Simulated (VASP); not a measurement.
Write the native input for VASP 6.6.1 that does the following.

- Task: single point
- Functional: PBE
- Potentials or basis: VASP PAW PBE potentials, release 64 (Mo_sv)
- Cutoff: 520 eV
- k mesh: 15 × 15 × 15
- Occupations: fermi-dirac, width 0.08 eV
- Spin: no spin polarisation
- Dipole correction: no
- Further INCAR settings: ALGO = Normal; EDIFF = 1e-07; NBANDS = 13

The structure of Mo lies in POSCAR:

```
Mo
1.0
    2.6070541448      0.0000000000      0.0000000000
    0.0000000000      2.6070541448      0.0000000000
    0.0000000000      0.0000000000      2.6070541448
Mo
1
Direct
    0.0000000000      0.0000000000      0.0000000000
```

The input as run:

INCAR

```
SYSTEM = Mo
PREC = Accurate
ENCUT = 520
EDIFF = 1E-7
ISMEAR = -1
SIGMA = 0.08
LREAL = .FALSE.
LASPH = .TRUE.
NELM = 100
ALGO = Normal
ISIF = 2
LWAVE = .FALSE.
LCHARG = .FALSE.
GGA = PE
NBANDS = 13
```

KPOINTS

```
regular mesh
0
G
  15 15 15
  0 0 0
```

Potentials or basis: VASP PAW PBE potentials, release 64 (Mo_sv).

Command:

```sh
$ cat potpaw_PBE.64/Mo_sv/POTCAR > POTCAR
$ mpirun -np 1 vasp_std > vasp.out
```

It gave:

| Property | Result |
| --- | --- |
| Pressure | -0.8 GPa |
| Band gap on the k mesh | zero (band 7 reaches 11.96 eV, above the bottom of band 8 at 9.57 eV) |

Wall time 41 s on 1 thread of AMD EPYC 7R13, on a shared host, peak memory 0.11 GiB.
